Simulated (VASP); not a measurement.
# Au (I4/mmm) in VASP: notebook

Runs on Au. Level: PBEsol. Tasks: single point.

Program: VASP 6.6.1. These are calculated values, not measurements. Logs are shortened: lines on timing, memory, paths and dates and some standing lists are left out, and cuts for length are marked.

## 1. The cell of the first run

The structure is tetragonal, space group I4/mmm (No. 139). Conventional cell: a = 3.315 Å, b = 3.315 Å, c = 3.364 Å, α = 90.00°, β = 90.00°, γ = 90.00°. Within 3.8 Å of Au (site symmetry 4/mmm) lie 14 Au at 2.88 to 3.36 Å.

## 2. Single point, PBEsol (strain +0.000 along x and y, +0.015 along z)

Input file INCAR:

```
SYSTEM = Au
PREC     = Accurate       ! precision mode
ENCUT    = 520            ! plane-wave cutoff, eV
EDIFF    = 1E-7           ! SCF threshold, eV
ISMEAR   = 0              ! smearing method
SIGMA    = 0.15           ! smearing width, eV
LREAL    = .False.        ! projectors in reciprocal space
LASPH    = .True.         ! aspherical terms in the spheres
NELM     = 80             ! most SCF steps
ALGO     = Fast           ! electronic algorithm
ISIF     = 2              ! what is computed and relaxed
LWAVE    = .False.        ! write WAVECAR
LCHARG   = .False.        ! write CHGCAR
GGA      = PS             ! functional
NBANDS   = 12             ! bands
```

Input file KPOINTS:

```
Automatic mesh
0
Gamma
  20 20 20
  0 0 0
```

Input file POSCAR:

```
Au
1.0
   -1.6572690000      1.6572690000      1.6821280350
    1.6572690000     -1.6572690000      1.6821280350
    1.6572690000      1.6572690000     -1.6821280350
Au
1
Direct
    0.0000000000      0.0000000000      0.0000000000
```

Potentials or basis: VASP PAW PBE potentials, release 64 (Au).

Started as:

```console
$ cat potpaw_PBE.64/Au/POTCAR > POTCAR
$ mpirun -np 1 vasp_std > vasp.out
```

OUTCAR:

```text
SYSTEM = Au
   PREC = Accurate
   ENCUT = 520
   EDIFF = 1E-7
   ISMEAR = 0
   LREAL = .False.
   LASPH = .True.
   NELM = 80
   ISIF = 2
   GGA = PS

 ion  position               nearest neighbor table
   1  0.000  0.000  0.000-

  LATTYP: Found a body centered tetragonal cell.
 ALAT       =     3.3145380000
 C/A-ratio  =     1.0150000000

  Lattice vectors:

 A1 = (  -1.6572690000,   1.6572690000,   1.6821280350)
 A2 = (   1.6572690000,  -1.6572690000,   1.6821280350)
 A3 = (   1.6572690000,   1.6572690000,  -1.6821280350)

Analysis of symmetry for initial positions (statically):
=====================================================================
 Subroutine PRICEL returns:
 Original cell was already a primitive cell.

 Routine SETGRP: Setting up the symmetry group for a
 body centered tetragonal supercell.

 Subroutine GETGRP returns: Found 16 space group operations
 (whereof 16 operations were pure point group operations)
 out of a pool of 16 trial point group operations.

The static configuration has the point symmetry D_4h.

Analysis of symmetry for dynamics (positions and initial velocities):
=====================================================================
 Subroutine PRICEL returns:
 Original cell was already a primitive cell.

 Routine SETGRP: Setting up the symmetry group for a
 body centered tetragonal supercell.

 Subroutine GETGRP returns: Found 16 space group operations
 (whereof 16 operations were pure point group operations)
 out of a pool of 16 trial point group operations.

The dynamic configuration has the point symmetry D_4h.

 Subroutine INISYM returns: Found 16 space group operations
 (whereof 16 operations are pure point group operations),
 and found     1 'primitive' translations

----------------------------------------------------------------------------------------

                                     Primitive cell

  volume of cell :      18.4801

  direct lattice vectors                    reciprocal lattice vectors
    -1.657269000  1.657269000  1.682128035     0.000000000  0.301701172  0.297242534
     1.657269000 -1.657269000  1.682128035     0.301701172  0.000000000  0.297242534
     1.657269000  1.657269000 -1.682128035     0.301701172  0.301701172  0.000000000

  length of vectors
     2.884897884  2.884897884  2.884897884     0.423528891  0.423528891  0.426669890

  position of ions in fractional coordinates (direct lattice)
     0.000000000  0.000000000  0.000000000

  ion indices of the primitive-cell ions
   primitive index   ion index
                 1           1

----------------------------------------------------------------------------------------

 KPOINTS: Automatic mesh

Automatic generation of k-mesh.
 Grid dimensions read from file:
 generate k-points for:   20   20   20

 Generating k-lattice:

  Cartesian coordinates                     Fractional coordinates (reciprocal lattice)
     0.000000000  0.015085059  0.014862127     0.050000000  0.000000000  0.000000000
     0.015085059  0.000000000  0.014862127     0.000000000  0.050000000  0.000000000
     0.015085059  0.015085059  0.000000000     0.000000000  0.000000000  0.050000000

  Length of vectors
     0.021176445  0.021176445  0.021333494

  Shift w.r.t. Gamma in fractional coordinates (k-lattice)
     0.000000000  0.000000000  0.000000000

 Subroutine IBZKPT returns following result:
 ===========================================

 Found    641 irreducible k-points:

 Following reciprocal coordinates:
            Coordinates               Weight
  0.000000  0.000000  0.000000      1.000000
  0.050000  0.000000 -0.000000      8.000000
  0.100000  0.000000  0.000000      8.000000
  0.150000  0.000000  0.000000      8.000000
  0.200000  0.000000  0.000000      8.000000
  0.250000 -0.000000  0.000000      8.000000
[... 16 lines left out ...]
 -0.400000  0.050000  0.000000     16.000000
 -0.350000  0.050000  0.000000     16.000000
 [... further k-points ...]
   k-points           NKPTS =    641   k-points in BZ     NKDIM =    641   number of bands    NBANDS=     12
   number of dos      NEDOS =    301   number of ions     NIONS =      1
   total plane-waves  NPLWV =  13824
   dimension x,y,z NGX =    24 NGY =   24 NGZ =   24
   dimension x,y,z NGXF=    48 NGYF=   48 NGZF=   48
   ions per type =               1
   NGX,Y,Z   is equivalent  to a cutoff of  13.83, 13.83, 13.83 a.u.
   NGXF,Y,Z  is equivalent  to a cutoff of  27.66, 27.66, 27.66 a.u.
 SYSTEM =  Au
   PREC   = accura    normal or accurate (medium, high low for compatibility)
   ISTART =      0    job   : 0-new  1-cont  2-samecut
   ICHARG =      2    charge: 1-file 2-atom 10-const
   ISPIN  =      1    spin polarized calculation?
   LNONCOLLINEAR =      F non collinear calculations
   LSORBIT =      F    spin-orbit coupling
   LASPH  =      T    aspherical Exc in radial PAW
   ENCUT  =  520.0 eV  38.22 Ry    6.18 a.u.   5.36  5.36  5.36*2*pi/ulx,y,z
   NELM   =     80;   NELMIN=  2; NELMDL= -5     # of ELM steps
   EDIFF  = 0.1E-06   stopping-criterion for ELM
   LREAL  =      F    real-space projection
   EDIFFG = 0.1E-05   stopping-criterion for IOM
   NSW    =      0    number of steps for IOM
   IBRION =     -1    ionic relax: 0-MD 1-quasi-New 2-CG
   NFREE  =      0    steps in history (QN), initial steepest desc. (CG)
   ISIF   =      2    stress and relaxation
   ISYM   =      2    0-nonsym 1-usesym 2-fastsym
   POTIM  = 0.5000    time-step for ionic-motion
   TEBEG  =    0.0;   TEEND  =   0.0 temperature during run
   PSTRESS=    0.0 pullay stress
   NELECT =      11.0000    total number of electrons
   NUPDOWN=      -1.0000    fix difference up-down
   EMIN   =  10.00;   EMAX   =-10.00  energy-range for DOS
   EFERMI =   0.00;   METHOD = LEGACY
   ISMEAR =     0;   SIGMA  =   0.15  broadening in eV -4-tet -1-fermi 0-gaus
   EFERMI_NEDOS =   21; number of points for ismear=-14 and -15
   IALGO  =     68    algorithm
   IMIX   =      4    mixing-type and parameters
     AMIX     =   0.40;   BMIX     =  1.00
     AMIX_MAG =   1.60;   BMIX_MAG =  1.00
  volume/ion in A,a.u.               =      18.48       124.71
  Fermi-wavevector in a.u.,A,eV,Ry     =   1.377117  2.602373 25.802770  1.896450
  Thomas-Fermi vector in A             =   2.502299
   LORBIT       =      0    0 simple, 1 ext, 2 COOP (PROOUT), +10 PAW based schemes
   GGA     = PS    functional components
   LHFCALC =     F    Hartree Fock is set to
   AEXX    =    0.0000 exact exchange contribution
   IVDW    =     0    specifies the selected vdW correction
   LEPSILON=     F    determine dielectric tensor
   LRPA    =     F    only Hartree local field effects (RPA)
 non-spin polarized calculation
 RMM-DIIS sequential band-by-band and
 Gauss-broadening in eV      SIGMA  =   0.15
  energy-cutoff  :      520.00
  volume of cell :       18.48
 maximum number of plane-waves:       531
 NGX is ok and might be reduce to    24
   NGX = 11   NGY = 11   NGZ = 11

 number of electron      10.9999999 magnetization

 Free energy of the ion-electron system (eV)
  ---------------------------------------------------
  ext. energy  EPLUGINS =         0.00000000
  ---------------------------------------------------
  free energy    TOTEN  =        -3.84960280 eV

  energy without entropy =       -3.84649408  energy(sigma->0) =       -3.84804844

 E-fermi :   8.0112     XC(G=0): -12.4120

 val. band max:        8.0071212751   @ k =  -0.4500   0.4500   0.1000
 cond. band min:       8.0161865187   @ k =   0.5000   0.5000   0.0500
 fundamental gap:      0.0090652436
 Fermi energy:         8.0111842743

 k-point     1 :       0.0000    0.0000    0.0000
  band No.  band energies     occupation
      1      -1.0963      2.00000
      2       3.5234      2.00000
      3       3.5234      2.00000
      4       3.6089      2.00000
      5       5.2127      2.00000
      6       5.3107      2.00000
      7      24.2822      0.00000
      8      24.5274      0.00000
      9      24.5274      0.00000
     10      30.5526      0.00000
     11      30.9931      0.00000
     12      30.9931      0.00000

 k-point     2 :       0.0500    0.0000   -0.0000
  band No.  band energies     occupation
      1      -1.0106      2.00000
      2       3.5236      2.00000
      3       3.5269      2.00000
      4       3.6413      2.00000
      5       5.1891      2.00000
      6       5.3043      2.00000
      7      24.2812      0.00000
      8      24.5124      0.00000
      9      24.6303      0.00000
     10      29.6274      0.00000
     11      29.9700      0.00000
     12      30.6565      0.00000

 k-point     3 :       0.1000    0.0000    0.0000
  band No.  band energies     occupation
      1      -0.7584      2.00000
      2       3.4635      2.00000
      3       3.5353      2.00000
      4       3.7992      2.00000
      5       5.1183      2.00000
      6       5.2982      2.00000
      7      24.0864      0.00000
      8      24.4299      0.00000
      9      24.9314      0.00000
     10      28.2651      0.00000
     11      28.7469      0.00000
     12      29.7567      0.00000

 k-point     4 :       0.1500    0.0000    0.0000
  band No.  band energies     occupation
      1      -0.3567      2.00000
      2       3.3552      2.00000
      3       3.5473      2.00000
      4       4.0721      2.00000
      5       5.0289      2.00000
      6       5.3006      2.00000
      7      23.1557      0.00000
      8      24.1627      0.00000
      9      25.4080      0.00000
     10      27.3670      0.00000
     11      28.1577      0.00000
     12      28.5103      0.00000

 k-point     5 :       0.2000    0.0000    0.0000
  band No.  band energies     occupation
      1       0.1554      2.00000
      2       3.2196      2.00000
      3       3.5810      2.00000
      4       4.4378      2.00000
      5       4.9641      2.00000
      6       5.3106      2.00000
      7      21.4500      0.00000
      8      23.5508      0.00000
      9      26.0199      0.00000
     10      27.1086      0.00000
     11      27.2093      0.00000
     12      28.3068      0.00000
[... 228 lines left out ...]
      1       1.4772      2.00000
      2       2.6470      2.00000
      3       5.0615      2.00000
      4       5.3559      2.00000
      5       6.3026      2.00000
      6       7.8240      1.92241
      7      11.2573      0.00000
      8      20.2848      0.00000
      9      21.1997      0.00000
     10      28.8843      0.00000
     11      29.3053      0.00000
     12      30.3518      0.00000

 k-point    22 :      -0.4500    0.0500    0.0000
  band No.  band energies     occupation
      1       1.4844      2.00000
      2       2.6874      2.00000
      3       4.9920      2.00000
      4       5.3500      2.00000
      5       5.9682      2.00000
      6       7.0065      2.00000
      7      12.5726      0.00000
      8      20.4998      0.00000
      9      21.5788      0.00000
     10      28.6557      0.00000
     11      29.1081      0.00000
     12      30.5829      0.00000

 k-point    23 :      -0.4000    0.0500    0.0000
  band No.  band energies     occupation
      1       1.4628      2.00000
      2       2.7657      2.00000
      3       4.7880      2.00000
      4       5.2064      2.00000
      5       5.4996      2.00000
      6       6.2977      2.00000
      7      14.3484      0.00000
      8      20.9138      0.00000
      9      22.2898      0.00000
     10      28.2582      0.00000
     11      28.7914      0.00000
     12      30.8032      0.00000

 k-point    24 :      -0.3500    0.0500    0.0000
  band No.  band energies     occupation
      1       1.3313      2.00000
      2       2.8762      2.00000
      3       4.2248      2.00000
      4       5.0081      2.00000
      5       5.4027      2.00000
      6       5.7365      2.00000
      7      16.3153      0.00000
      8      21.5043      0.00000
      9      23.2446      0.00000
     10      27.6848      0.00000
     11      28.4922      0.00000
     12      30.4003      0.00000

 [... further k-points ...]
[... 5 lines left out ...]
  --------------------------------------------------------------------------------------
  -------------------------------------------------------------------------------------
  Total       -1.2978875     -1.2978875     -1.2932796      0.0000000      0.0000000      0.0000000
  in kB     -112.5233325   -112.5233325   -112.1238376      0.0000000      0.0000000      0.0000000
  external PRESSURE =    -112.3901676 kB  Pullay stress =       0.0000000 kB

 VOLUME and BASIS-vectors are now :
 -----------------------------------------------------------------------------
  energy-cutoff  :      520.00
  volume of cell :       18.48
      direct lattice vectors                 reciprocal lattice vectors
    -1.657269000  1.657269000  1.682128035     0.000000000  0.301701172  0.297242534
     1.657269000 -1.657269000  1.682128035     0.301701172  0.000000000  0.297242534
     1.657269000  1.657269000 -1.682128035     0.301701172  0.301701172  0.000000000

 POSITION                                       TOTAL-FORCE (eV/Angst)
 -----------------------------------------------------------------------------------
      0.00000      0.00000      0.00000        -0.000000     -0.000000      0.000000
 -----------------------------------------------------------------------------------
    total drift:                               -0.000000      0.000000     -0.000000

  FREE ENERGIE OF THE ION-ELECTRON SYSTEM (eV)
  ---------------------------------------------------
  free  energy   TOTEN  =        -3.8496028045 eV

  energy  without entropy=       -3.8464940773  energy(sigma->0) =       -3.84804844
```

It took 73 s on 1 thread of Intel Xeon Platinum 8375C at 2.90GHz (Ice Lake), shared host; peak memory 0.25 GiB.

What came out:

```
Free energy : -3.8496 eV
Pressure    : -11.2 GPa
```

Caveat: the cell differs from its parent crystal (strain +0.000 along x and y, +0.015 along z); the PAW data sets were made with another functional, which shifts forces and pressure a little; spin-orbit coupling is left out, which moves the levels of the heavy elements.

## 3. Single point, PBEsol (strain +0.015 along x and y, -0.015 along z)

Input file INCAR:

```
SYSTEM = Au
ALGO = Normal
EDIFF = 1E-6
ENCUT = 520
GGA = PS
ISIF = 2
ISMEAR = 0
LASPH = .TRUE.
LCHARG = .FALSE.
LREAL = .FALSE.
LWAVE = .FALSE.
NBANDS = 12
NELM = 100
PREC = Accurate
SIGMA = 0.15
```

Input file KPOINTS:

```
k-points
0
G
  20 20 20
  0 0 0
```

Input file POSCAR:

```
Au
1.0
   -1.6821280350      1.6821280350      1.6324099650
    1.6821280350     -1.6821280350      1.6324099650
    1.6821280350      1.6821280350     -1.6324099650
Au
1
Direct
    0.0000000000      0.0000000000      0.0000000000
```

Potentials or basis: VASP PAW PBE potentials, release 64 (Au).

Started as:

```console
$ cat potpaw_PBE.64/Au/POTCAR > POTCAR
$ mpirun -np 1 vasp_std > vasp.out
```

Wall time 53 s (1 thread of Intel Xeon Platinum 8375C at 2.90GHz (Ice Lake), shared host); peak memory 0.25 GiB.

It converged, with:

- Free energy: -3.8500 eV
- Pressure: -11.2 GPa

Stress tensor (GPa, compression positive):
```
-11.16   0.00   0.00
  0.00 -11.16   0.00
  0.00   0.00 -11.34
```

Levels at points of the mesh, in eV from the Fermi level:
| k point | band 4 | band 5 | band 6 | band 7 | band 8 | band 9 |
| --- | --- | --- | --- | --- | --- | --- |
| (0.00, 0.00, 0.00) | -4.40 | -2.87 | -2.66 | 16.25 | 16.25 | 16.78 |
| (0.50, 0.00, 0.00) | -2.52 | -1.41 | -0.33 | 3.15 | 12.11 | 13.06 |
| (0.50, 0.50, 0.00) | -2.65 | -1.45 | -0.49 | 2.92 | 12.54 | 13.73 |
| (0.50, 0.50, 0.50) | -1.77 | -1.72 | 5.86 | 5.86 | 6.70 | 8.68 |

Caveat: the cell differs from its parent crystal (strain +0.015 along x and y, -0.015 along z); the PAW data sets were made with another functional, which shifts forces and pressure a little; spin-orbit coupling is left out, which moves the levels of the heavy elements.
